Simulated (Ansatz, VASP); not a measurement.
**SnO: VASP beside Ansatz**

INCAR

```
  PREC = Accurate
  ENCUT = 520
  EDIFF = 1E-8
  ISMEAR = -1
  SIGMA = 0.01
  LREAL = False
  LASPH = True
  NELM = 80
  ALGO = Normal
  ISIF = 2
  LWAVE = False
  LCHARG = False
  GGA = PE
  LEFG = True
  NBANDS = 28
```

Contents of KPOINTS:

```
Automatic mesh
0
Gamma
  8 8 6
```

Contents of POSCAR:

```
SnO
1.0
    3.7764824526      0.0000000000      0.0000000000
    0.0000000000      3.7764824526      0.0000000000
    0.0000000000      0.0000000000      4.8035426462
Sn O
2 2
Direct
    0.0000000000      0.5000000000      0.2385000000
    0.5000000000      0.0000000000      0.7615000000
    0.0000000000      0.0000000000      0.0000000000
    0.5000000000      0.5000000000      0.0000000000
```

Input for Ansatz:

```yaml
crystal:
  lattice:
    - [3.7764824526, 0.0, 0.0]
    - [0.0, 3.7764824526, 0.0]
    - [0.0, 0.0, 4.8035426462]
  atoms:
    - { symbol: Sn, position: [0.0, 0.5, 0.2385] }
    - { symbol: Sn, position: [0.5, 0.0, 0.7615] }
    - { symbol: O, position: [0.0, 0.0, 0.0] }
    - { symbol: O, position: [0.5, 0.5, 0.0] }
kpoints:
  mp_grid: { grid: [8, 8, 6] }
scf:
  occupations: { method: fermi_dirac, width: 0.01 }
hamiltonian:
  xc: pbe
  pseudopotentials: { kind: all_electron, datasets: crystal }
output:
  forces: true
  stress: true
  eigenvalues: true
  efg: { contact_densities: true }
```

Change from the starting cell: volume scaled by 0.98, crystal datasets.

Alike in both runs: task electric field gradients; functional PBE; k mesh 8 × 8 × 6; occupations fermi-dirac, width 0.01 eV; no spin polarisation.

|  | VASP | Ansatz |
| --- | --- | --- |
| version | VASP 6.6.1 | Ansatz 0.2.0 |
| potentials or method | VASP PAW PBE potentials, release 64 (Sn_d, O), cutoff 520 eV | all-electron PAW with datasets made for the crystal, scalar-relativistic |

|  | VASP | Ansatz | Ansatz less VASP |
| --- | --- | --- | --- |
| pressure (GPa) | 6.6 | 6.3 | -0.30 |
| traceless stress, the component that is largest in VASP (GPa) | -1.08 | -1.10 | -0.011 |
| rms of the force components (eV/Å) | 0.308 | 0.269 | -0.0387 |
| size of Vzz on the site where it differs most (V/Å²) | 168.2 | 176.0 | +7.79 |

Atom by atom the forces differ by 0.039 eV/Å (rms over components). Ansatz ran all-electron here, and VASP with PAW potentials.
